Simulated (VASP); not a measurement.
A run of VASP 6.6.1 is set up as follows.

The input POSCAR:

```
TiO2
1.0
    3.7399318890      0.0000000000      0.0000000000
    0.0000000000      3.7399318890      0.0000000000
    0.0000000000      0.0000000000      9.7306705314
Ti O
4 8
Direct
    0.0000000000      0.5000000000      0.7500000000
    0.5000000000      0.5000000000      0.0000000000
    0.5000000000      0.0000000000      0.2500000000
    0.0000000000      0.0000000000      0.5000000000
    0.0000000000      0.5000000000      0.9553941071
    0.5000000000      0.5000000000      0.7946058929
    0.5000000000      0.0000000000      0.0446058929
    0.0000000000      0.0000000000      0.7053941071
    0.5000000000      0.0000000000      0.4553941071
    0.0000000000      0.0000000000      0.2946058929
    0.0000000000      0.5000000000      0.5446058929
    0.5000000000      0.5000000000      0.2053941071
```

The input INCAR.step1:

```
SYSTEM = TiO2
PREC = Accurate ; ENCUT = 520
ISMEAR = 0 ; SIGMA = 0.02
LREAL = .FALSE. ; LASPH = .TRUE.
NELM = 80 ; NBANDS = 60
GGA = PE ; ALGO = Normal
EDIFF = 1E-4 ; LWAVE = .TRUE.
LCHARG = .FALSE.
```

INCAR.step2

```
SYSTEM = TiO2
PREC = Accurate ; ENCUT = 520
EDIFF = 1E-6 ; ISMEAR = 0
SIGMA = 0.02 ; LREAL = .FALSE.
LASPH = .TRUE. ; NELM = 80
ALGO = Normal ; ISIF = 2
LWAVE = .FALSE. ; LCHARG = .FALSE.
METAGGA = R2SCAN ; LMIXTAU = .TRUE.
NBANDS = 60 ; ISTART = 1
```

Contents of KPOINTS:

```
regular mesh
0
G
  6 6 4
  0 0 0
```

Potentials or basis: VASP PAW PBE potentials, release 64 (Ti_sv, O).

Run with:

```console
$ cat potpaw_PBE.64/Ti_sv/POTCAR potpaw_PBE.64/O/POTCAR > POTCAR
$ cp INCAR.step1 INCAR
$ mpirun -np 1 vasp_std > vasp.out
$ cp INCAR.step2 INCAR
$ mpirun -np 1 vasp_std > vasp.out
```

**Question.** Predict the pressure.

**Answer.** 3.2 GPa.

**Question.** Estimate the largest force.

**Answer.** 0.023 eV/Å.

Forces on the atoms (eV/Å):
```
Ti   0.000  0.000  0.000
Ti   0.000  0.000  0.000
Ti   0.000  0.000  0.000
Ti   0.000  0.000  0.000
O    0.000  0.000  0.023
O    0.000  0.000 -0.023
O    0.000  0.000 -0.023
O    0.000  0.000  0.023
O    0.000  0.000  0.023
O    0.000  0.000 -0.023
O    0.000  0.000 -0.023
O    0.000  0.000  0.023
```

Caveat: the cell differs from its parent crystal (biaxial strain in the a-b plane: -1.0 %, then relaxed in part); the cell stands under pressure; the PAW data sets were made with another functional, which shifts forces and pressure a little.
